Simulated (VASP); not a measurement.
A run of VASP 6.6.1 is set up as follows.

INCAR

```
ALGO = Normal ; EDIFF = 1E-6
ENCUT = 500 ; GGA = PS
GGA_COMPAT = F ; ISIF = 2
ISMEAR = 1 ; LASPH = T
LCHARG = F ; LREAL = F
LWAVE = F ; NBANDS = 28
NELM = 120 ; PREC = Accurate
SIGMA = 0.05
```

Contents of KPOINTS:

```
k-points
0
Gamma
  9 9 4
```

POSCAR

```
TiNbB4
1.0
    3.0710600000      0.0000000000      0.0000000000
   -1.5355300000      2.6596200000      0.0000000000
    0.0000000000      0.0000000000      6.5652900000
Ti Nb B
1 1 4
Direct
    0.0000000000      0.0000000000      0.5000000000
    0.0000000000      0.0000000000      0.0000000000
    0.3333333333      0.6666666667      0.7407700000
    0.3333333333      0.6666666667      0.2592300000
    0.6666666667      0.3333333333      0.7407700000
    0.6666666667      0.3333333333      0.2592300000
```

Potentials or basis: VASP PAW PBE potentials, release 64 (Ti_sv, Nb_sv, B).

Launch:

```sh
$ cat potpaw_PBE.64/Ti_sv/POTCAR potpaw_PBE.64/Nb_sv/POTCAR potpaw_PBE.64/B/POTCAR > POTCAR
$ mpirun -np 1 vasp_std > vasp.out
```

Task: What does it give for the largest force?

Result: 0.112 eV/Å.

Task: What does it give for the pressure?

Result: -6.3 GPa.

Stress tensor (GPa, compression positive):
```
-5.12  0.00  0.00
 0.00 -5.12  0.00
 0.00  0.00 -8.58
```

Caveat: the PAW data sets were made with another functional, which shifts forces and pressure a little.
